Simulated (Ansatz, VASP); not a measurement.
**Two plane-wave programs on PtSe2**

```
CELL_PARAMETERS angstrom
3.76025 0.00000 0.00000
-1.88012 3.25647 0.00000
0.00000 0.00000 4.86533
ATOMIC_POSITIONS crystal
Pt 0.00000 0.00000 0.00000
Se 0.66667 0.33333 0.73937
Se 0.33333 0.66667 0.26063
```

Alike in both runs: functional PBEsol; k mesh 15 × 15 × 10; occupations gaussian, width 0.1 eV; no spin polarisation.

Ansatz relaxed the structure, and its values are those at the end. VASP's run is a single point on that final structure, the one shown.

|  | VASP | Ansatz |
| --- | --- | --- |
| version | VASP 6.6.1 | Ansatz 0.2.0 |
| potentials or method | VASP PAW PBE potentials, release 64 (Pt, Se), cutoff 520 eV | scalar-relativistic, plane waves, PAW |
| valence electrons in the cell | 22 | 50 |

Ansatz gave:

* gap on the k mesh at the Fermi level (eV): none
* pressure (GPa): 0.0
* rms of the force components (eV/Å): 0.000

Q: What did VASP give for the same quantities?

A: gap on the k mesh at the Fermi level (eV): none; pressure (GPa): 0.1; rms of the force components (eV/Å): 0.006.

VASP's potentials were made for PBE, not for PBEsol. A gap of «none» marks a metal or a gap that the smearing closes. With one functional, cell and mesh, what is left measures potentials, basis and numerics. VASP's potentials hold 22 valence electrons a cell and Ansatz's 50, so a difference there can come from the potentials and not from the codes.

Neither program's run includes spin-orbit coupling.
